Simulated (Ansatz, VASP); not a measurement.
## Ag in VASP and in Ansatz

```xyz
2
Lattice="2.9300 0.0000 0.0000 -1.4650 2.5375 0.0000 0.0000 0.0000 4.7900" Properties=species:S:1:pos:R:3 pbc="T T T"
Ag    1.4650    0.8458    3.5925
Ag    0.0000    1.6916    1.1975
```

Alike in both runs: functional PBEsol; k mesh 8 × 8 × 4; occupations fermi-dirac, width 0.05 eV; no spin polarisation.

|  | VASP | Ansatz |
| --- | --- | --- |
| version | VASP 6.6.1 | Ansatz 0.2.0 |
| potentials or method | VASP PAW PBE potentials, release 64 (Ag), cutoff 520 eV | all-electron LAPW, scalar-relativistic |
| task | single point | band structure |

|  | VASP | Ansatz | Ansatz less VASP |
| --- | --- | --- | --- |
| gap on the k mesh at the Fermi level (eV) | none | none | - |
| pressure (GPa) | -6.1 | -6.0 | +0.14 |
| traceless stress, the component that is largest in VASP (GPa) | -0.92 | -0.92 | +0.001 |

VASP's potentials were made for PBE, not for PBEsol. A gap of «none» marks a metal or a gap that the smearing closes. Ansatz ran all-electron here, and VASP with PAW potentials.

Noted on Ansatz's run: the k mesh is thin for a metal, which can move the energy by tens of meV per atom.
